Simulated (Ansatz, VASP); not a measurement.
One calculation of YMn3, two programs

Contents of INCAR:

```
SYSTEM = YMn3
PREC = Accurate
ENCUT = 520
EDIFF = 1E-6
ISMEAR = 0
SIGMA = 0.05
LREAL = .FALSE.
LASPH = .TRUE.
NELM = 150
ALGO = Fast
ISIF = 2
LWAVE = .FALSE.
LCHARG = .FALSE.
ISPIN = 2
MAGMOM = 0 0.5 0.5 0.5
LORBIT = 11
LMAXMIX = 4
GGA = PE
NBANDS = 37
```

KPOINTS

```
Automatic mesh
0
G
  8 8 8
  0 0 0
```

POSCAR

```
YMn3
1.0
    4.1069131494      0.0000000000      0.0000000000
    0.0000000000      4.1069131494      0.0000000000
    0.0000000000      0.0000000000      4.1069131494
Y Mn
1 3
Direct
    0.0000000000      0.0000000000      0.0000000000
    0.0000000000      0.5000000000      0.5000000000
    0.5000000000      0.5000000000      0.0000000000
    0.5000000000      0.0000000000      0.5000000000
```

Input for Ansatz:

```yaml
crystal:
  lattice:
    - [4.1069131494, 0.0, 0.0]
    - [0.0, 4.1069131494, 0.0]
    - [0.0, 0.0, 4.1069131494]
  atoms:
    - { symbol: "Y", position: [0.0, 0.0, 0.0] }
    - { symbol: Mn, position: [0.0, 0.5, 0.5], spin: 0.5 }
    - { symbol: Mn, position: [0.5, 0.5, 0.0], spin: 0.5 }
    - { symbol: Mn, position: [0.5, 0.0, 0.5], spin: 0.5 }
basis:
  ecutwfc: 420
  ecutrho_ratio: 4
kpoints:
  mp_grid: { grid: [8, 8, 8] }
hamiltonian:
  xc: pbe
scf:
  occupations: { method: gaussian, width: 0.05 }
output:
  forces: true
  stress: true
  eigenvalues: true
  populations: true
magnetization:
  spin_polarized: true
```

Alike in both runs: task single point; functional PBE; k mesh 8 × 8 × 8; occupations gaussian, width 0.05 eV; collinear spin.

|  | VASP | Ansatz |
| --- | --- | --- |
| version | VASP 6.6.1 | Ansatz 0.2.0 |
| potentials or method | VASP PAW PBE potentials, release 64 (Y_sv, Mn_pv), cutoff 520 eV | scalar-relativistic, plane waves, PAW |
| valence electrons in the cell | 50 | 56 |

|  | VASP | Ansatz | Ansatz less VASP |
| --- | --- | --- | --- |
| gap on the k mesh at the Fermi level (eV) | none | none | - |
| pressure (GPa) | -0.1 | 0.0 | +0.08 |
| net moment per atom (μB) | 2.46 | 2.47 | 0.000 |
| size of the moment on the site where the two differ most (μB) | 0.22 | 0.16 | -0.059 |

Site moments also hang on the region over which each program counts them. A gap of «none» marks a metal or a gap that the smearing closes. The functional is the same, so the differences come from potentials, cutoffs and numerics. VASP's potentials hold 50 valence electrons a cell and Ansatz's 56, so a difference there can come from the potentials and not from the codes.
